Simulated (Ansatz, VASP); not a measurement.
# Cu in VASP and in Ansatz

```xyz
2
Lattice="2.5566 0.0000 0.0000 -1.2783 2.2141 0.0000 0.0000 0.0000 4.2280" Properties=species:S:1:pos:R:3 pbc="T T T"
Cu    0.0000    1.4761    1.0570
Cu    1.2783    0.7380    3.1710
```

Alike in both runs: task electric field gradients; functional LDA; k mesh 17 × 17 × 9; occupations fermi-dirac, width 0.03 eV; no spin polarisation.

|  | VASP | Ansatz |
| --- | --- | --- |
| version | VASP 6.6.1 | Ansatz 0.2.0 |
| potentials or method | VASP PAW LDA potentials, release 64 (Cu) | PAW with Ansatz's default frozen-core files, scalar-relativistic |
| plane-wave cutoff (eV) | 520 | 420 |
| valence electrons in the cell | 22 | 38 |

VASP gave:

```
pressure (GPa)                                                : -13.1
traceless stress, the component that is largest in VASP (GPa) : 0.23
size of Vzz on the site where it differs most (V/Å²)          : 3.0
```

Estimate Ansatz's values.

pressure (GPa): -13.9; traceless stress, the component that is largest in VASP (GPa): 0.24; size of Vzz on the site where it differs most (V/Å²): 3.3.

LDA's correlation is that of Perdew and Zunger in VASP and of Perdew and Wang (1992) in Ansatz. VASP's potentials hold 22 valence electrons a cell and Ansatz's 38, so a difference there can come from the potentials and not from the codes.
